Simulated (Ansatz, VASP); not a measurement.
**Two plane-wave programs on Os**

```xyz
4
Lattice="2.5528 -1.6872 0.0000 2.5528 1.6872 0.0000 0.0000 0.0000 6.8825" Properties=species:S:1:pos:R:3 pbc="T T T"
Os    2.5528   -1.1810    0.8052
Os    2.5528   -0.5062    4.2465
Os    2.5528    1.1810    6.0772
Os    2.5528    0.5062    2.6360
```

Alike in both runs: task relaxation of cell and atoms; functional PBE; k mesh 6 × 6 × 4; occupations gaussian, width 0.1 eV; no spin polarisation.

|  | VASP | Ansatz |
| --- | --- | --- |
| version | VASP 6.6.1 | Ansatz 0.2.0 |
| potentials or method | VASP PAW PBE potentials, release 64 (Os), cutoff 600 eV | scalar-relativistic, plane waves, PAW |
| valence electrons in the cell | 32 | 64 |

VASP gave:

* gap on the k mesh at the Fermi level, each at its own relaxed structure (eV): none
* relaxed volume (Å³/atom): 14.35
* relaxed length of the cell vector where the two differ most in proportion (Å): 7.661

**Question.** What did Ansatz give for the same quantities?

**Answer.** gap on the k mesh at the Fermi level, each at its own relaxed structure (eV): none; relaxed volume (Å³/atom): 14.35; relaxed length of the cell vector where the two differ most in proportion (Å): 7.655.

A gap of «none» marks a metal or a gap that the smearing closes. VASP's potentials hold 32 valence electrons a cell and Ansatz's 64, so a difference there can come from the potentials and not from the codes.

The k mesh is coarse, so the values compare programs but aren't converged. Neither program's run includes spin-orbit coupling. Noted on VASP's run: too few bands were computed for a metal, which touches its energy and stress.
